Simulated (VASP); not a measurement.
# Rb (I4/mmm) in VASP: notebook

Rb is run at these levels: PBEsol; tasks: single point.

All numbers are computed with VASP 6.6.1; they aren't measurements. Logs are shortened: lines on timing, memory, paths and dates and some standing lists are left out, and cuts for length are marked.

## (1) The cell of the first run

Symmetry: I4/mmm, No. 139, tetragonal system. The conventional cell has a = 6.097 Å, b = 6.097 Å, c = 4.755 Å, α = 90.00°, β = 90.00°, γ = 90.00°.

## (2) Single point, PBEsol

File INCAR:

```
PREC = Accurate
ENCUT = 520
EDIFF = 1E-6
ISMEAR = 0
SIGMA = 0.15
LREAL = False
LASPH = True
NELM = 80
ALGO = Fast
ISIF = 2
LWAVE = False
LCHARG = False
GGA = PS
NBANDS = 10
```

File KPOINTS:

```
regular mesh
0
Gamma
  14 14 14
```

File POSCAR:

```
Rb
1.0
   -3.0482889548      3.0482889548      2.3776653848
    3.0482889548     -3.0482889548      2.3776653848
    3.0482889548      3.0482889548     -2.3776653848
Rb
1
Direct
    0.0000000000      0.0000000000      0.0000000000
```

Potentials or basis: VASP PAW PBE potentials, release 64 (Rb_sv).

Run with:

```sh
$ cat potpaw_PBE.64/Rb_sv/POTCAR > POTCAR
$ mpirun -np 1 vasp_std > vasp.out
```

OUTCAR:

```text
PREC = Accurate
   ENCUT = 520
   EDIFF = 1E-6
   ISMEAR = 0
   LREAL = False
   LASPH = True
   NELM = 80
   ISIF = 2
   GGA = PS

 ion  position               nearest neighbor table
   1  0.000  0.000  0.000-

  LATTYP: Found a body centered tetragonal cell.
 ALAT       =     6.0965779096
 C/A-ratio  =     0.7800000000

  Lattice vectors:

 A1 = (  -3.0482889548,   3.0482889548,   2.3776653848)
 A2 = (   3.0482889548,  -3.0482889548,   2.3776653848)
 A3 = (   3.0482889548,   3.0482889548,  -2.3776653848)

Analysis of symmetry for initial positions (statically):
=====================================================================
 Subroutine PRICEL returns:
 Original cell was already a primitive cell.

 Routine SETGRP: Setting up the symmetry group for a
 body centered tetragonal supercell.

 Subroutine GETGRP returns: Found 16 space group operations
 (whereof 16 operations were pure point group operations)
 out of a pool of 16 trial point group operations.

The static configuration has the point symmetry D_4h.

Analysis of symmetry for dynamics (positions and initial velocities):
=====================================================================
 Subroutine PRICEL returns:
 Original cell was already a primitive cell.

 Routine SETGRP: Setting up the symmetry group for a
 body centered tetragonal supercell.

 Subroutine GETGRP returns: Found 16 space group operations
 (whereof 16 operations were pure point group operations)
 out of a pool of 16 trial point group operations.

The dynamic configuration has the point symmetry D_4h.

 Subroutine INISYM returns: Found 16 space group operations
 (whereof 16 operations are pure point group operations),
 and found     1 'primitive' translations

----------------------------------------------------------------------------------------

                                     Primitive cell

  volume of cell :      88.3737

  direct lattice vectors                    reciprocal lattice vectors
    -3.048288955  3.048288955  2.377665385     0.000000000  0.164026445  0.210290314
     3.048288955 -3.048288955  2.377665385     0.164026445  0.000000000  0.210290314
     3.048288955  3.048288955 -2.377665385     0.164026445  0.164026445  0.000000000

  length of vectors
     4.923151814  4.923151814  4.923151814     0.266695877  0.266695877  0.231968423

  position of ions in fractional coordinates (direct lattice)
     0.000000000  0.000000000  0.000000000
[... 81 lines left out ...]
   NFREE  =      0    steps in history (QN), initial steepest desc. (CG)
   ISIF   =      2    stress and relaxation
   ISYM   =      2    0-nonsym 1-usesym 2-fastsym
   POTIM  = 0.5000    time-step for ionic-motion
   TEBEG  =    0.0;   TEEND  =   0.0 temperature during run
   PSTRESS=    0.0 pullay stress
   NELECT =       9.0000    total number of electrons
   NUPDOWN=      -1.0000    fix difference up-down
   EMIN   =  10.00;   EMAX   =-10.00  energy-range for DOS
   EFERMI =   0.00;   METHOD = LEGACY
   ISMEAR =     0;   SIGMA  =   0.15  broadening in eV -4-tet -1-fermi 0-gaus
   EFERMI_NEDOS =   21; number of points for ismear=-14 and -15
   IALGO  =     68    algorithm
   IMIX   =      4    mixing-type and parameters
     AMIX     =   0.40;   BMIX     =  1.00
     AMIX_MAG =   1.60;   BMIX_MAG =  1.00
  volume/ion in A,a.u.               =      88.37       596.38
  Fermi-wavevector in a.u.,A,eV,Ry     =   0.764507  1.444708  7.952205  0.584471
  Thomas-Fermi vector in A             =   1.864423
   LORBIT       =      0    0 simple, 1 ext, 2 COOP (PROOUT), +10 PAW based schemes
   GGA     = PS    functional components
   LHFCALC =     F    Hartree Fock is set to
   AEXX    =    0.0000 exact exchange contribution
   IVDW    =     0    specifies the selected vdW correction
   LEPSILON=     F    determine dielectric tensor
   LRPA    =     F    only Hartree local field effects (RPA)
 non-spin polarized calculation
 RMM-DIIS sequential band-by-band and
 Gauss-broadening in eV      SIGMA  =   0.15
  energy-cutoff  :      520.00
  volume of cell :       88.37
 maximum number of plane-waves:      2400
 NGX is ok and might be reduce to    40
   NGX = 19   NGY = 19   NGZ = 19

 number of electron       9.0000000 magnetization

 Free energy of the ion-electron system (eV)
  ---------------------------------------------------
  ext. energy  EPLUGINS =         0.00000000
  ---------------------------------------------------
  free energy    TOTEN  =        -1.01500794 eV

  energy without entropy =       -1.00510396  energy(sigma->0) =       -1.01005595

 E-fermi :   0.0095     XC(G=0):  -5.5917

 val. band max:       -0.0125261544   @ k =  -0.4286   0.5000   0.0714
 cond. band min:       0.0156598246   @ k =  -0.2857   0.5000   0.0714
 fundamental gap:      0.0281859790
 Fermi energy:         0.0095332316

 k-point     1 :       0.0000    0.0000    0.0000
  band No.  band energies     occupation
      1     -28.8436      2.00000
      2     -12.8891      2.00000
      3     -12.8891      2.00000
      4     -12.8773      2.00000
      5      -2.0019      2.00000
      6       2.9277      0.00000
      7       3.7471      0.00000
      8       4.4062      0.00000
      9       4.4062      0.00000
     10       5.5164      0.00000
[... 287 lines left out ...]
 k-point    24 :       0.2857    0.1429    0.0000
  band No.  band energies     occupation
      1     -28.8375      2.00000
      2     -12.9945      2.00000
      3     -12.9152      2.00000
      4     -12.9081      2.00000
      5      -0.1642      1.89864
      6       1.8449      0.00000
      7       2.2646      0.00000
      8       4.1581      0.00000
      9       4.4527      0.00000
     10       5.6007      0.00000

 [... further k-points ...]

------------------------ aborting loop because EDIFF is reached ----------------------------------------

  FORCE on cell =-STRESS in cart. coord.  units (eV):
  Direction    XX          YY          ZZ          XY          YZ          ZX
  --------------------------------------------------------------------------------------
  -------------------------------------------------------------------------------------
  Total       -0.0909272     -0.0909272      0.1487929      0.0000000      0.0000000      0.0000000
  in kB       -1.6484707     -1.6484707      2.6975526      0.0000000      0.0000000      0.0000000
  external PRESSURE =      -0.1997962 kB  Pullay stress =       0.0000000 kB

 VOLUME and BASIS-vectors are now :
 -----------------------------------------------------------------------------
  energy-cutoff  :      520.00
  volume of cell :       88.37
      direct lattice vectors                 reciprocal lattice vectors
    -3.048288955  3.048288955  2.377665385     0.000000000  0.164026445  0.210290314
     3.048288955 -3.048288955  2.377665385     0.164026445  0.000000000  0.210290314
     3.048288955  3.048288955 -2.377665385     0.164026445  0.164026445  0.000000000

 POSITION                                       TOTAL-FORCE (eV/Angst)
 -----------------------------------------------------------------------------------
      0.00000      0.00000      0.00000         0.000000      0.000000      0.000000
 -----------------------------------------------------------------------------------
    total drift:                                0.000000      0.000000     -0.000000

  FREE ENERGIE OF THE ION-ELECTRON SYSTEM (eV)
  ---------------------------------------------------
  free  energy   TOTEN  =        -1.0150079424 eV

  energy  without entropy=       -1.0051039599  energy(sigma->0) =       -1.01005595
```

Run time: 82 s. Hardware: 1 thread of Intel Xeon 6975P-C (Granite Rapids), shared host; peak memory 0.37 GiB.

What came out:

```yaml
Free_energy: -1.0150 eV
Pressure: 0.0 GPa
Band_gap_on_the_k_mesh: zero (an odd number of electrons rules out a gap without spin polarisation)
```

Stress tensor (GPa, compression positive):
```
-0.16  0.00  0.00
 0.00 -0.16  0.00
 0.00  0.00  0.27
```

Caveat: the PAW data sets were made with another functional, which shifts forces and pressure a little.

## (3) Single point, PBEsol

File INCAR:

```
ALGO = Fast
EDIFF = 1E-6
ENCUT = 520
GGA = PS
ISIF = 2
ISMEAR = 0
LASPH = True
LCHARG = False
LREAL = False
LWAVE = False
NBANDS = 10
NELM = 80
PREC = Accurate
SIGMA = 0.15
```

File KPOINTS:

```
k-points
0
Gamma
  14 14 14
```

File POSCAR:

```
Rb
1.0
   -2.5710264778      2.5710264778      3.3423344211
    2.5710264778     -2.5710264778      3.3423344211
    2.5710264778      2.5710264778     -3.3423344211
Rb
1
Direct
    0.0000000000      0.0000000000      0.0000000000
```

Potentials or basis: VASP PAW PBE potentials, release 64 (Rb_sv).

Run with:

```sh
$ cat potpaw_PBE.64/Rb_sv/POTCAR > POTCAR
$ mpirun -np 1 vasp_std > vasp.out
```

Wall time 75 s (1 thread of Intel Xeon 6975P-C (Granite Rapids), shared host); peak memory 0.37 GiB.

It converged, with:

- Free energy: -1.0297 eV
- Pressure: -0.1 GPa
- Band gap on the k mesh: zero (an odd number of electrons rules out a gap without spin polarisation)

Levels at points of the mesh, in eV from the Fermi level:
| k point | band 2 | band 3 | band 4 | band 5 | band 6 | band 7 | band 8 | band 9 |
| --- | --- | --- | --- | --- | --- | --- | --- | --- |
| (0.00, 0.00, 0.00) | -12.88 | -12.88 | -12.88 | -2.01 | 3.55 | 3.55 | 3.83 | 4.67 |
| (0.50, 0.00, 0.00) | -12.99 | -12.90 | -12.89 | 0.13 | 0.68 | 3.18 | 3.65 | 5.59 |
| (0.50, 0.50, 0.00) | -12.98 | -12.92 | -12.91 | 0.53 | 1.27 | 1.92 | 4.67 | 4.86 |
| (0.50, 0.50, 0.50) | -12.98 | -12.93 | -12.93 | 0.79 | 1.66 | 1.82 | 4.25 | 4.25 |

Caveat: the PAW data sets were made with another functional, which shifts forces and pressure a little.

## (4) Single point, PBEsol

File INCAR:

```
ALGO = Fast
EDIFF = 1E-7
ENCUT = 520
GGA = PS
ISIF = 2
ISMEAR = 0
LASPH = True
LCHARG = True
LELF = True
LREAL = False
LVHAR = True
LWAVE = False
NBANDS = 10
NELM = 100
PREC = Accurate
SIGMA = 0.15
```

KPOINTS is that of step 3.

File POSCAR:

```
Rb
1.0
   -2.8850835259      2.8850835259      2.6542768438
    2.8850835259     -2.8850835259      2.6542768438
    2.8850835259      2.8850835259     -2.6542768438
Rb
1
Direct
    0.0000000000      0.0000000000      0.0000000000
```

Run with:

```sh
$ cat potpaw_PBE.64/Rb_sv/POTCAR > POTCAR
$ mpirun -np 1 vasp_std > vasp.out
```

It took 70 s on 1 thread of Intel Xeon 6975P-C (Granite Rapids), shared host; peak memory 0.35 GiB.

It converged, with:

```
Free energy            : -1.0284 eV
Pressure               : -0.1 GPa
Band gap on the k mesh : zero (an odd number of electrons rules out a gap without spin polarisation)
```

Levels at points of the mesh, in eV from the Fermi level:
```tsv
k point	band 1	band 2	band 3	band 4	band 5	band 6	band 7	band 8	band 9	band 10
(0.00, 0.00, 0.00)	-28.84	-12.88	-12.88	-12.88	-2.01	3.43	3.88	3.88	4.36	4.98
(0.50, 0.00, 0.00)	-28.84	-12.99	-12.92	-12.89	0.29	0.88	2.45	4.37	5.13	5.52
(0.50, 0.50, 0.00)	-28.84	-12.99	-12.91	-12.88	0.13	0.68	2.92	4.11	5.09	5.53
(0.50, 0.50, 0.50)	-28.83	-12.97	-12.97	-12.95	1.14	1.34	3.05	3.05	3.90	4.98
```

Caveat: the PAW data sets were made with another functional, which shifts forces and pressure a little.

(Part 1 of 2 ends here.)

The gap in the log of VASP goes by the Fermi energy; the results here count the filled bands.